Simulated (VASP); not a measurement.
# Pt in VASP: a series of runs

Pt is run at these levels: PBE; tasks: relaxation of the atoms, single point.

Everything below comes from runs of VASP 6.6.1. Logs are shortened: lines on timing, memory, paths and dates and some standing lists are left out, and cuts for length are marked.

## (1) The cell of the first run

The cell holds a slab with vacuum, 4 atoms: a = 2.772 Å, b = 2.772 Å, c = 22.790 Å, α = 90.00°, β = 90.00°, γ = 60.00°.

## (2) Relaxation of the atoms, PBE

INCAR reads:

```
SYSTEM = Pt
PREC = Accurate
ENCUT = 520
EDIFF = 1E-7
ISMEAR = 0
SIGMA = 0.05
LREAL = .False.
LASPH = .True.
NELM = 80
ALGO = Normal
ISIF = 2
LWAVE = .False.
LCHARG = .False.
LDIPOL = .True.
IDIPOL = 3
DIPOL = 0.5 0.5 0.500
GGA = PE
IBRION = 2
NSW = 100
EDIFFG = -0.01
```

KPOINTS reads:

```
Automatic mesh
0
Gamma
  16 16 1
  0 0 0
```

POSCAR reads:

```
Pt
1.0
    2.7718585823      0.0000000000      0.0000000000
    1.3859292911      2.4004999479      0.0000000000
    0.0000000000      0.0000000000     22.7896391657
Pt
4
Direct
    0.0000000000      0.0000000000      0.3510367120
    0.3333333333      0.3333333333      0.4503455707
    0.6666666667      0.6666666667      0.5496544293
    0.0000000000      0.0000000000      0.6489632880
```

Potentials or basis: VASP PAW PBE potentials, release 64 (Pt).

Run with:

```console
> cat potpaw_PBE.64/Pt/POTCAR > POTCAR
> mpirun -np 1 vasp_std > vasp.out
```

OUTCAR:

```text
SYSTEM = Pt
   PREC = Accurate
   ENCUT = 520
   EDIFF = 1E-7
   ISMEAR = 0
   LREAL = .False.
   LASPH = .True.
   NELM = 80
   ISIF = 2
   GGA = PE
   IBRION = 2
   NSW = 100
   EDIFFG = -0.01

 ion  position               nearest neighbor table
   1  0.000  0.000  0.351-   2 2.77   2 2.77   2 2.77
   2  0.333  0.333  0.450-   3 2.77   3 2.77   3 2.77   1 2.77   1 2.77   1 2.77
   3  0.667  0.667  0.550-   2 2.77   2 2.77   2 2.77   4 2.77   4 2.77   4 2.77
   4  0.000  0.000  0.649-   3 2.77   3 2.77   3 2.77

  LATTYP: Found a hexagonal cell.
 ALAT       =     2.7718585822
 C/A-ratio  =     8.2217899975

  Lattice vectors:

 A1 = (  -1.3859292911,  -2.4004999479,   0.0000000000)
 A2 = (   2.7718585823,   0.0000000000,   0.0000000000)
 A3 = (   0.0000000000,   0.0000000000,  22.7896391657)

Analysis of symmetry for initial positions (statically):
=====================================================================
 Subroutine PRICEL returns:
 Original cell was already a primitive cell.

 Routine SETGRP: Setting up the symmetry group for a
 hexagonal supercell.

 Subroutine GETGRP returns: Found 12 space group operations
 (whereof 12 operations were pure point group operations)
 out of a pool of 24 trial point group operations.

The static configuration has the point symmetry D_3d.

Analysis of symmetry for dynamics (positions and initial velocities):
=====================================================================
 Subroutine PRICEL returns:
 Original cell was already a primitive cell.

 Routine SETGRP: Setting up the symmetry group for a
 hexagonal supercell.

 Subroutine GETGRP returns: Found 12 space group operations
 (whereof 12 operations were pure point group operations)
 out of a pool of 24 trial point group operations.

The dynamic configuration has the point symmetry D_3d.

 Subroutine INISYM returns: Found 12 space group operations
 (whereof 12 operations are pure point group operations),
 and found     1 'primitive' translations

----------------------------------------------------------------------------------------

                                     Primitive cell

  volume of cell :     151.6388

  direct lattice vectors                    reciprocal lattice vectors
     2.771858582  0.000000000  0.000000000     0.360768766 -0.208289944  0.000000000
     1.385929291  2.400499948  0.000000000     0.000000000  0.416579888  0.000000000
     0.000000000  0.000000000 22.789639166     0.000000000  0.000000000  0.043879589

  length of vectors
     2.771858582  2.771858582 22.789639166     0.416579888  0.416579888  0.043879589

  position of ions in fractional coordinates (direct lattice)
     0.000000000  0.000000000  0.351036712
     0.333333333  0.333333333  0.450345571
     0.666666667  0.666666667  0.549654429
     0.000000000  0.000000000  0.648963288

  ion indices of the primitive-cell ions
   primitive index   ion index
                 1           1
                 2           2
                 3           3
                 4           4

----------------------------------------------------------------------------------------

 KPOINTS: Automatic mesh

Automatic generation of k-mesh.
 Grid dimensions read from file:
 generate k-points for:   16   16    1

 Generating k-lattice:

  Cartesian coordinates                     Fractional coordinates (reciprocal lattice)
     0.022548048 -0.013018122  0.000000000     0.062500000  0.000000000  0.000000000
     0.000000000  0.026036243  0.000000000     0.000000000  0.062500000  0.000000000
     0.000000000  0.000000000  0.043879589     0.000000000  0.000000000  1.000000000

  Length of vectors
     0.026036243  0.026036243  0.043879589

  Shift w.r.t. Gamma in fractional coordinates (k-lattice)
     0.000000000  0.000000000  0.000000000

 Subroutine IBZKPT returns following result:
 ===========================================

 Found     30 irreducible k-points:

 Following reciprocal coordinates:
            Coordinates               Weight
  0.000000  0.000000  0.000000      1.000000
  0.062500 -0.000000  0.000000      6.000000
  0.125000 -0.000000  0.000000      6.000000
  0.187500 -0.000000  0.000000      6.000000
  0.250000 -0.000000  0.000000      6.000000
  0.312500 -0.000000  0.000000      6.000000
[... 16 lines left out ...]
  0.375000  0.187500  0.000000      6.000000
  0.437500  0.187500  0.000000     12.000000
 [... further k-points ...]
   k-points           NKPTS =     30   k-points in BZ     NKDIM =     30   number of bands    NBANDS=     24
   number of dos      NEDOS =    301   number of ions     NIONS =      4
   total plane-waves  NPLWV = 103680
   dimension x,y,z NGX =    24 NGY =   24 NGZ =  180
   dimension x,y,z NGXF=    48 NGYF=   48 NGZF=  360
   ions per type =               4
   NGX,Y,Z   is equivalent  to a cutoff of  14.39, 14.39, 13.13 a.u.
   NGXF,Y,Z  is equivalent  to a cutoff of  28.79, 28.79, 26.26 a.u.
 SYSTEM =  Pt
   PREC   = accura    normal or accurate (medium, high low for compatibility)
   ISTART =      0    job   : 0-new  1-cont  2-samecut
   ICHARG =      2    charge: 1-file 2-atom 10-const
   ISPIN  =      1    spin polarized calculation?
   LNONCOLLINEAR =      F non collinear calculations
   LSORBIT =      F    spin-orbit coupling
   LASPH  =      T    aspherical Exc in radial PAW
   ENCUT  =  520.0 eV  38.22 Ry    6.18 a.u.   5.15  5.15 42.37*2*pi/ulx,y,z
   NELM   =     80;   NELMIN=  2; NELMDL= -5     # of ELM steps
   EDIFF  = 0.1E-06   stopping-criterion for ELM
   LREAL  =      F    real-space projection
   EDIFFG = -.1E-01   stopping-criterion for IOM
   NSW    =    100    number of steps for IOM
   IBRION =      2    ionic relax: 0-MD 1-quasi-New 2-CG
   NFREE  =      1    steps in history (QN), initial steepest desc. (CG)
   ISIF   =      2    stress and relaxation
   ISYM   =      2    0-nonsym 1-usesym 2-fastsym
   POTIM  = 0.5000    time-step for ionic-motion
   TEBEG  =    0.0;   TEEND  =   0.0 temperature during run
   PSTRESS=    0.0 pullay stress
   NELECT =      40.0000    total number of electrons
   NUPDOWN=      -1.0000    fix difference up-down
   EMIN   =  10.00;   EMAX   =-10.00  energy-range for DOS
   EFERMI =   0.00;   METHOD = LEGACY
   ISMEAR =     0;   SIGMA  =   0.05  broadening in eV -4-tet -1-fermi 0-gaus
   EFERMI_NEDOS =   21; number of points for ismear=-14 and -15
   IALGO  =     38    algorithm
   IMIX   =      4    mixing-type and parameters
     AMIX     =   0.40;   BMIX     =  1.00
     AMIX_MAG =   1.60;   BMIX_MAG =  1.00
  volume/ion in A,a.u.               =      37.91       255.83
  Fermi-wavevector in a.u.,A,eV,Ry     =   1.049925  1.984070 14.998267  1.102342
  Thomas-Fermi vector in A             =   2.184907
   LORBIT       =      0    0 simple, 1 ext, 2 COOP (PROOUT), +10 PAW based schemes
   GGA     = PE    functional components
   LHFCALC =     F    Hartree Fock is set to
   AEXX    =    0.0000 exact exchange contribution
   IVDW    =     0    specifies the selected vdW correction
   LEPSILON=     F    determine dielectric tensor
   LRPA    =     F    only Hartree local field effects (RPA)
 conjugate gradient relaxation of ions
 non-spin polarized calculation
 Gauss-broadening in eV      SIGMA  =   0.05
  energy-cutoff  :      520.00
  volume of cell :      151.64
 maximum number of plane-waves:      4111
 NGX is ok and might be reduce to    24
   NGX = 11   NGY = 11   NGZ = 85

--------------------------------------- Ionic step        1  -------------------------------------------

 number of electron      40.0000003 magnetization

 Free energy of the ion-electron system (eV)
  ---------------------------------------------------
  ext. energy  EPLUGINS =         0.00000000
  ---------------------------------------------------
  free energy    TOTEN  =       -23.18096642 eV

  energy without entropy =      -23.16974098  energy(sigma->0) =      -23.17535370

------------------------ aborting loop because EDIFF is reached ----------------------------------------

  FORCE on cell =-STRESS in cart. coord.  units (eV):
  Direction    XX          YY          ZZ          XY          YZ          ZX
  --------------------------------------------------------------------------------------
  -------------------------------------------------------------------------------------
  Total       -1.0241959     -1.0241959      2.6343978      0.0000000      0.0000000     -0.0000000
  in kB      -10.8213985    -10.8213985     27.8343911      0.0000000      0.0000000     -0.0000000
  external PRESSURE =       2.0638647 kB  Pullay stress =       0.0000000 kB
[... 101 lines left out ...]
--------------------------------------- Ionic step        4  -------------------------------------------

 number of electron      40.0000003 magnetization

 dipolmoment           0.000000      0.000000      0.000000 electrons x Angstroem

------------------------ aborting loop because EDIFF is reached ----------------------------------------

  FORCE on cell =-STRESS in cart. coord.  units (eV):
  Direction    XX          YY          ZZ          XY          YZ          ZX
  --------------------------------------------------------------------------------------
  -------------------------------------------------------------------------------------
  Total       -2.0250318     -2.0250318      1.1029433      0.0000000     -0.0000000     -0.0000000
  in kB      -21.3959811    -21.3959811     11.6534238      0.0000000     -0.0000000     -0.0000000
  external PRESSURE =     -10.3795128 kB  Pullay stress =       0.0000000 kB
[... 63 lines left out ...]
--------------------------------------- Ionic step        6  -------------------------------------------

 number of electron      40.0000002 magnetization

 dipolmoment           0.000000      0.000000     -0.000000 electrons x Angstroem

 Free energy of the ion-electron system (eV)
  ---------------------------------------------------
  ext. energy  EPLUGINS =         0.00000000
  ---------------------------------------------------
  free energy    TOTEN  =       -23.22005339 eV

  energy without entropy =      -23.20688865  energy(sigma->0) =      -23.21347102

 E-fermi :   0.9565     XC(G=0):  -6.2159

 val. band max:        0.9531856989   @ k =   0.4375   0.0625   0.0000
 cond. band min:       0.9575188179   @ k =   0.1250  -0.0000   0.0000
 fundamental gap:      0.0043331190
 Fermi energy:         0.9564656947

 k-point     1 :       0.0000    0.0000    0.0000
  band No.  band energies     occupation
      1      -8.4147      2.00000
      2      -7.1600      2.00000
      3      -6.0909      2.00000
      4      -5.9814      2.00000
      5      -2.8714      2.00000
      6      -2.6627      2.00000
[... 637 lines left out ...]
     23       3.2392      0.00000
     24       5.1899      0.00000

 [... further k-points ...]

------------------------ aborting loop because EDIFF is reached ----------------------------------------

 vacuum level on the upper side and lower side of the slab       (xc-potential included)        -0.077        -0.077

  FORCE on cell =-STRESS in cart. coord.  units (eV):
  Direction    XX          YY          ZZ          XY          YZ          ZX
  --------------------------------------------------------------------------------------
  -------------------------------------------------------------------------------------
  Total       -2.8896568     -2.8896568     -0.0432528      0.0000000      0.0000000      0.0000000
  in kB      -30.5313934    -30.5313934     -0.4569980      0.0000000      0.0000000      0.0000000
  external PRESSURE =     -20.5065949 kB  Pullay stress =       0.0000000 kB
[... 19 lines left out ...]
  FREE ENERGIE OF THE ION-ELECTRON SYSTEM (eV)
  ---------------------------------------------------
  free  energy   TOTEN  =       -23.2200533898 eV

  energy  without entropy=      -23.2068886539  energy(sigma->0) =      -23.21347102

 reached required accuracy - stopping structural energy minimisation

 vacuum level on the upper side and lower side of the slab         6.617         6.617
```

It took 6.7 min on 1 thread of AMD EPYC 9R45 (Zen 5), shared host; peak memory 0.33 GiB.

Results:

```yaml
Free_energy: -23.2201 eV
Energy_gained_by_relaxing: 9.8 meV/atom
Ionic_steps: 6
Largest_force_after_relaxing: 0.009 eV/Å
```

Forces on the atoms (eV/Å):
```
Pt   0.000  0.000 -0.005
Pt   0.000  0.000  0.009
Pt   0.000  0.000 -0.009
Pt   0.000  0.000  0.005
```

The path:
| step | energy change (eV) | largest force (eV/Å) | pressure (GPa) |
| --- | --- | --- | --- |
| 1 | 0.0000 | 0.4572 | 0.21 |
| 2 | -0.0152 | 0.2369 | -0.30 |
| 3 | -0.0169 | 0.3528 | -0.51 |
| 4 | -0.0293 | 0.2200 | -1.04 |
| 5 | -0.0389 | 0.0382 | -2.18 |
| 6 | -0.0391 | 0.0090 | -2.05 |

Final structure:
```xyz
4
Lattice="2.7719 0.0000 0.0000 1.3859 2.4005 0.0000 0.0000 0.0000 22.7896" Properties=species:S:1:pos:R:3 pbc="T T T"
Pt    0.0000    0.0000    7.9004
Pt    1.3859    0.8002   10.2371
Pt    2.7719    1.6003   12.5526
Pt    0.0000    0.0000   14.8893
```

Caveat: the highest band is partly filled, so the run has too few bands; spin-orbit coupling is left out, which moves the levels of the heavy elements.

## (3) Single point, PBE

INCAR reads:

```
ALGO = Normal
DIPOL = 0.5 0.5 0.500
EDIFF = 1E-6
ENCUT = 520
GGA = PE
IDIPOL = 3
ISIF = 2
ISMEAR = 0
LASPH = True
LCHARG = True
LDIPOL = True
LELF = True
LREAL = False
LVACPOTAV = True
LVHAR = True
LWAVE = False
NBANDS = 28
NELM = 80
PREC = Accurate
SIGMA = 0.05
```

KPOINTS reads:

```
k-points
0
Gamma
  16 16 1
```

POSCAR reads:

```
Pt
1.0
    2.7718585823      0.0000000000      0.0000000000
    1.3859292911      2.4004999479      0.0000000000
    0.0000000000      0.0000000000     22.7896391657
Pt
4
Direct
    0.0000000000      0.0000000000      0.3464162240
    0.3333333333      0.3333333333      0.4491524145
    0.6666666667      0.6666666667      0.5508475856
    0.0000000000      0.0000000000      0.6535837759
```

Potentials or basis: VASP PAW PBE potentials, release 64 (Pt).

Run with:

```console
> cat potpaw_PBE.64/Pt/POTCAR > POTCAR
> mpirun -np 1 vasp_std > vasp.out
```

Run time: 7.3 min. Hardware: 1 thread of Intel Xeon 8259CL, shared host; peak memory 0.35 GiB.

The run converged. Its results:

```yaml
Free_energy: -23.2199 eV
Largest_force: 0.021 eV/Å
Band_gap_on_the_k_mesh: zero (bands 20 and 21 overlap by 1.42 eV)
```

Forces on the atoms (eV/Å):
```
Pt   0.000  0.000  0.021
Pt   0.000  0.000 -0.007
Pt   0.000  0.000  0.007
Pt   0.000  0.000 -0.021
```

Levels at points of the mesh, in eV from the Fermi level:
| k point | band 18 | band 19 | band 20 | band 21 | band 22 | band 23 |
| --- | --- | --- | --- | --- | --- | --- |
| (0.00, 0.00, 0.00) | -1.06 | -1.06 | -0.40 | -0.40 | -0.39 | -0.02 |
| (0.50, 0.00, 0.00) | 0.36 | 0.62 | 0.64 | 1.02 | 2.43 | 2.76 |

Caveat: spin-orbit coupling is left out, which moves the levels of the heavy elements.
